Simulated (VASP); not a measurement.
**As: single point with PBE**

As:

```
As
1.0
    -1.68424    1.68424    1.68424
     1.68424   -1.68424    1.68424
     1.68424    1.68424   -1.68424
As
1
Direct
  0.00000 0.00000 0.00000
```

This isn't the form of As at room conditions, which is rhombohedral.

* Program: VASP 6.6.1
* Task: single point
* Functional: PBE
* Potentials or basis: VASP PAW PBE potentials, release 64 (As)
* Cutoff: 520 eV
* k mesh: 17 × 17 × 17
* Occupations: fermi-dirac, width 0.05 eV
* Spin: no spin polarisation
* Dipole correction: no
* Further INCAR settings: ALGO = Normal; EDIFF = 1e-06; NBANDS = 8

- Pressure: 0.0 GPa
- Band gap on the k mesh: zero (an odd number of electrons rules out a gap without spin polarisation)

Levels at points of the mesh, in eV from the Fermi level:
| k point | band 1 | band 2 | band 3 | band 4 | band 5 | band 6 | band 7 | band 8 |
| --- | --- | --- | --- | --- | --- | --- | --- | --- |
| (0.00, 0.00, 0.00) | -15.03 | 5.87 | 5.87 | 5.87 | 13.02 | 13.02 | 13.02 | 14.53 |

Run time: 21 s on 1 thread of Intel Xeon 8259CL, on a shared host, peak memory 0.15 GiB.
